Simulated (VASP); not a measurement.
# SrSi2Au (P4/mmm) in VASP: notebook

Runs on SrSi2Au. Level: PBE. Tasks: single point, relaxation of cell and atoms.

All numbers are computed with VASP 6.6.1; they aren't measurements. Logs are shortened: lines on timing, memory, paths and dates and some standing lists are left out, and cuts for length are marked.

**1. The cell of the first run**

Symmetry: P4/mmm, No. 123, tetragonal system. The conventional cell has a = 4.339 Å, b = 4.339 Å, c = 4.422 Å, α = 90.00°, β = 90.00°, γ = 90.00°. Sr (site symmetry 4/mmm) has 4 Au at 3.07 Å and 8 Si at 3.10 Å within 4.0 Å. Si (site symmetry mmm) has 4 Si at 3.07 Å and 4 Sr at 3.10 Å and 4 Au at 3.10 Å within 4.0 Å. Within 4.0 Å of Au (site symmetry 4/mmm) lie 4 Sr at 3.07 Å and 8 Si at 3.10 Å.

**2. Single point, PBE**

INCAR

```
PREC = Accurate
ENCUT = 500
EDIFF = 1E-6
ISMEAR = 0
SIGMA = 0.1
LREAL = F
LASPH = T
NELM = 120
ALGO = Normal
ISIF = 2
LWAVE = F
LCHARG = F
GGA = PE
NBANDS = 22
GGA_COMPAT = F
```

KPOINTS

```
regular mesh
0
Gamma
  4 4 4
```

POSCAR

```
SrSi2Au
1.0
    4.3387136022      0.0000000000      0.0000000000
    0.0000000000      4.3387136022      0.0000000000
    0.0000000000      0.0000000000      4.4216813750
Sr Si Au
1 2 1
Direct
    0.0000000000      0.0000000000      0.0000000000
    0.0000000000      0.5000000000      0.5000000000
    0.5000000000      0.0000000000      0.5000000000
    0.5000000000      0.5000000000      0.0000000000
```

Potentials or basis: VASP PAW PBE potentials, release 64 (Sr_sv, Si, Au).

Run with:

```bash
$ cat potpaw_PBE.64/Sr_sv/POTCAR potpaw_PBE.64/Si/POTCAR potpaw_PBE.64/Au/POTCAR > POTCAR
$ mpirun -np 1 vasp_std > vasp.out
```

OUTCAR:

```text
PREC = Accurate
   ENCUT = 500
   EDIFF = 1E-6
   ISMEAR = 0
   LREAL = F
   LASPH = T
   NELM = 120
   ISIF = 2
   GGA = PE

 ion  position               nearest neighbor table
   1  0.000  0.000  0.000-   4 3.07   4 3.07   4 3.07   4 3.07   3 3.10   2 3.10   3 3.10   2 3.10
                             3 3.10   2 3.10   3 3.10   2 3.10
   2  0.000  0.500  0.500-   3 3.07   3 3.07   3 3.07   3 3.07   4 3.10   1 3.10   1 3.10   1 3.10
                             4 3.10   4 3.10   4 3.10   1 3.10
   3  0.500  0.000  0.500-   2 3.07   2 3.07   2 3.07   2 3.07   4 3.10   1 3.10   4 3.10   4 3.10
                             1 3.10   4 3.10   1 3.10   1 3.10
   4  0.500  0.500  0.000-   1 3.07   1 3.07   1 3.07   1 3.07   3 3.10   2 3.10   3 3.10   3 3.10
                             3 3.10   2 3.10   2 3.10   2 3.10

  LATTYP: Found a simple tetragonal cell.
 ALAT       =     4.3387136022
 C/A-ratio  =     1.0191226664

  Lattice vectors:

 A1 = (   4.3387136022,   0.0000000000,   0.0000000000)
 A2 = (   0.0000000000,   4.3387136022,   0.0000000000)
 A3 = (   0.0000000000,   0.0000000000,   4.4216813750)

Analysis of symmetry for initial positions (statically):
=====================================================================
 Subroutine PRICEL returns:
 Original cell was already a primitive cell.

 Routine SETGRP: Setting up the symmetry group for a
 simple tetragonal supercell.

 Subroutine GETGRP returns: Found 16 space group operations
 (whereof 16 operations were pure point group operations)
 out of a pool of 16 trial point group operations.

The static configuration has the point symmetry D_4h.

Analysis of symmetry for dynamics (positions and initial velocities):
=====================================================================
 Subroutine PRICEL returns:
 Original cell was already a primitive cell.

 Routine SETGRP: Setting up the symmetry group for a
 simple tetragonal supercell.

 Subroutine GETGRP returns: Found 16 space group operations
 (whereof 16 operations were pure point group operations)
 out of a pool of 16 trial point group operations.

The dynamic configuration has the point symmetry D_4h.

 Subroutine INISYM returns: Found 16 space group operations
 (whereof 16 operations are pure point group operations),
 and found     1 'primitive' translations

----------------------------------------------------------------------------------------

                                     Primitive cell

  volume of cell :      83.2357

  direct lattice vectors                    reciprocal lattice vectors
     4.338713602  0.000000000  0.000000000     0.230483063  0.000000000  0.000000000
     0.000000000  4.338713602  0.000000000     0.000000000  0.230483063  0.000000000
     0.000000000  0.000000000  4.421681375     0.000000000  0.000000000  0.226158313

  length of vectors
     4.338713602  4.338713602  4.421681375     0.230483063  0.230483063  0.226158313

  position of ions in fractional coordinates (direct lattice)
     0.000000000  0.000000000  0.000000000
     0.000000000  0.500000000  0.500000000
     0.500000000  0.000000000  0.500000000
     0.500000000  0.500000000  0.000000000

  ion indices of the primitive-cell ions
   primitive index   ion index
                 1           1
                 2           2
                 3           3
                 4           4

----------------------------------------------------------------------------------------

 KPOINTS: regular mesh

Automatic generation of k-mesh.
 Grid dimensions read from file:
 generate k-points for:    4    4    4

 Generating k-lattice:

  Cartesian coordinates                     Fractional coordinates (reciprocal lattice)
     0.057620766  0.000000000  0.000000000     0.250000000  0.000000000  0.000000000
     0.000000000  0.057620766  0.000000000     0.000000000  0.250000000  0.000000000
     0.000000000  0.000000000  0.056539578     0.000000000  0.000000000  0.250000000

  Length of vectors
     0.057620766  0.057620766  0.056539578

  Shift w.r.t. Gamma in fractional coordinates (k-lattice)
     0.000000000  0.000000000  0.000000000

 Subroutine IBZKPT returns following result:
 ===========================================

 Found     18 irreducible k-points:

 Following reciprocal coordinates:
            Coordinates               Weight
  0.000000  0.000000  0.000000      1.000000
  0.250000  0.000000  0.000000      4.000000
  0.500000  0.000000  0.000000      2.000000
  0.250000  0.250000  0.000000      4.000000
  0.500000  0.250000  0.000000      4.000000
  0.500000  0.500000  0.000000      1.000000
[... 10 lines left out ...]
  0.500000  0.250000  0.500000      4.000000
  0.500000  0.500000  0.500000      1.000000
   k-points           NKPTS =     18   k-points in BZ     NKDIM =     18   number of bands    NBANDS=     22
   number of dos      NEDOS =    301   number of ions     NIONS =      4
   total plane-waves  NPLWV =  32768
   dimension x,y,z NGX =    32 NGY =   32 NGZ =   32
   dimension x,y,z NGXF=    64 NGYF=   64 NGZF=   64
   ions per type =               1   2   1
   NGX,Y,Z   is equivalent  to a cutoff of  12.26, 12.26, 12.03 a.u.
   NGXF,Y,Z  is equivalent  to a cutoff of  24.52, 24.52, 24.06 a.u.
 SYSTEM =  unknown system
   PREC   = accura    normal or accurate (medium, high low for compatibility)
   ISTART =      0    job   : 0-new  1-cont  2-samecut
   ICHARG =      2    charge: 1-file 2-atom 10-const
   ISPIN  =      1    spin polarized calculation?
   LNONCOLLINEAR =      F non collinear calculations
   LSORBIT =      F    spin-orbit coupling
   LASPH  =      T    aspherical Exc in radial PAW
   ENCUT  =  500.0 eV  36.75 Ry    6.06 a.u.   7.91  7.91  8.06*2*pi/ulx,y,z
   NELM   =    120;   NELMIN=  2; NELMDL= -5     # of ELM steps
   EDIFF  = 0.1E-05   stopping-criterion for ELM
   LREAL  =      F    real-space projection
   EDIFFG = 0.1E-04   stopping-criterion for IOM
   NSW    =      0    number of steps for IOM
   IBRION =     -1    ionic relax: 0-MD 1-quasi-New 2-CG
   NFREE  =      0    steps in history (QN), initial steepest desc. (CG)
   ISIF   =      2    stress and relaxation
   ISYM   =      2    0-nonsym 1-usesym 2-fastsym
   POTIM  = 0.5000    time-step for ionic-motion
   TEBEG  =    0.0;   TEEND  =   0.0 temperature during run
   PSTRESS=    0.0 pullay stress
   NELECT =      29.0000    total number of electrons
   NUPDOWN=      -1.0000    fix difference up-down
   EMIN   =  10.00;   EMAX   =-10.00  energy-range for DOS
   EFERMI =   0.00;   METHOD = LEGACY
   ISMEAR =     0;   SIGMA  =   0.10  broadening in eV -4-tet -1-fermi 0-gaus
   EFERMI_NEDOS =   21; number of points for ismear=-14 and -15
   IALGO  =     38    algorithm
   IMIX   =      4    mixing-type and parameters
     AMIX     =   0.40;   BMIX     =  1.00
     AMIX_MAG =   1.60;   BMIX_MAG =  1.00
  volume/ion in A,a.u.               =      20.81       140.43
  Fermi-wavevector in a.u.,A,eV,Ry     =   1.151961  2.176890 18.055117  1.327014
  Thomas-Fermi vector in A             =   2.288615
   LORBIT       =      0    0 simple, 1 ext, 2 COOP (PROOUT), +10 PAW based schemes
   GGA     = PE    functional components
   LHFCALC =     F    Hartree Fock is set to
   AEXX    =    0.0000 exact exchange contribution
   IVDW    =     0    specifies the selected vdW correction
   LEPSILON=     F    determine dielectric tensor
   LRPA    =     F    only Hartree local field effects (RPA)
 non-spin polarized calculation
 Gauss-broadening in eV      SIGMA  =   0.10
  energy-cutoff  :      500.00
  volume of cell :       83.24
 maximum number of plane-waves:      2136
 NGX is ok and might be reduce to    32
   NGX = 15   NGY = 15   NGZ = 17

 number of electron      28.9999997 magnetization

 Free energy of the ion-electron system (eV)
  ---------------------------------------------------
  ext. energy  EPLUGINS =         0.00000000
  ---------------------------------------------------
  free energy    TOTEN  =       -15.50507312 eV

  energy without entropy =      -15.49079306  energy(sigma->0) =      -15.49793309

 E-fermi :   5.9891     XC(G=0): -10.5107

 val. band max:        5.9884058077   @ k =   0.2500   0.2500   0.5000
 cond. band min:       6.0356977754   @ k =   0.5000   0.2500   0.5000
 fundamental gap:      0.0472919678
 Fermi energy:         5.9890680101

 k-point     1 :       0.0000    0.0000    0.0000
  band No.  band energies     occupation
      1     -28.1652      2.00000
      2     -10.3491      2.00000
      3     -10.3491      2.00000
      4     -10.3441      2.00000
      5      -3.8285      2.00000
      6       0.0523      2.00000
[... 14 lines left out ...]
     21      10.2514      0.00000
     22      11.0265      0.00000

 k-point     2 :       0.2500    0.0000    0.0000
  band No.  band energies     occupation
      1     -28.1615      2.00000
      2     -10.4689      2.00000
      3     -10.3592      2.00000
      4     -10.3348      2.00000
      5      -3.2792      2.00000
      6      -0.2452      2.00000
[... 14 lines left out ...]
     21      11.6029      0.00000
     22      11.8302      0.00000

 k-point     3 :       0.5000    0.0000    0.0000
  band No.  band energies     occupation
      1     -28.1578      2.00000
      2     -10.5824      2.00000
      3     -10.3693      2.00000
      4     -10.3254      2.00000
      5      -1.9207      2.00000
      6      -1.7658      2.00000
[... 14 lines left out ...]
     21      11.0389      0.00000
     22      11.4207      0.00000
[... 326 lines left out ...]
 k-point    17 :       0.5000    0.2500    0.5000
  band No.  band energies     occupation
      1     -28.1511      2.00000
      2     -10.5004      2.00000
      3     -10.4757      2.00000
      4     -10.4102      2.00000
      5      -1.5029      2.00000
      6      -1.3311      2.00000
[... 14 lines left out ...]
     21      12.3884      0.00000
     22      12.4340      0.00000

 k-point    18 :       0.5000    0.5000    0.5000
  band No.  band energies     occupation
      1     -28.1491      2.00000
      2     -10.4678      2.00000
      3     -10.4678      2.00000
      4     -10.4489      2.00000
      5      -1.3923      2.00000
      6      -1.3923      2.00000
[... 14 lines left out ...]
     21      12.6497      0.00000
     22      12.6497      0.00000

------------------------ aborting loop because EDIFF is reached ----------------------------------------

  FORCE on cell =-STRESS in cart. coord.  units (eV):
  Direction    XX          YY          ZZ          XY          YZ          ZX
  --------------------------------------------------------------------------------------
  -------------------------------------------------------------------------------------
  Total        0.2251624      0.2251624      0.0975299      0.0000000      0.0000000      0.0000000
  in kB        4.3340809      4.3340809      1.8773236      0.0000000      0.0000000      0.0000000
  external PRESSURE =       3.5151618 kB  Pullay stress =       0.0000000 kB

 VOLUME and BASIS-vectors are now :
 -----------------------------------------------------------------------------
  energy-cutoff  :      500.00
  volume of cell :       83.24
      direct lattice vectors                 reciprocal lattice vectors
     4.338713602  0.000000000  0.000000000     0.230483063  0.000000000  0.000000000
     0.000000000  4.338713602  0.000000000     0.000000000  0.230483063  0.000000000
     0.000000000  0.000000000  4.421681375     0.000000000  0.000000000  0.226158313

 POSITION                                       TOTAL-FORCE (eV/Angst)
 -----------------------------------------------------------------------------------
      0.00000      0.00000      0.00000         0.000000      0.000000      0.000000
      0.00000      2.16936      2.21084         0.000000      0.000000      0.000000
      2.16936      0.00000      2.21084         0.000000      0.000000      0.000000
      2.16936      2.16936      0.00000         0.000000      0.000000      0.000000
 -----------------------------------------------------------------------------------
    total drift:                                0.000000     -0.000000     -0.000000

  FREE ENERGIE OF THE ION-ELECTRON SYSTEM (eV)
  ---------------------------------------------------
  free  energy   TOTEN  =       -15.5050731249 eV

  energy  without entropy=      -15.4907930578  energy(sigma->0) =      -15.49793309
```

It took 18 s on 1 thread of Intel Xeon Platinum 8259CL at 2.50GHz (Skylake/Cascade Lake), shared host; peak memory 0.19 GiB.

What came out:

| Item | Value |
| --- | --- |
| Free energy | -15.5051 eV |
| Pressure | 0.4 GPa |

Stress tensor (GPa, compression positive):
```
0.43 0.00 0.00
0.00 0.43 0.00
0.00 0.00 0.19
```

Caveat: the k points lie up to 0.36 Å⁻¹ apart; spin-orbit coupling is left out, which moves the levels of the heavy elements.

(Continued in part 2 of 2.)
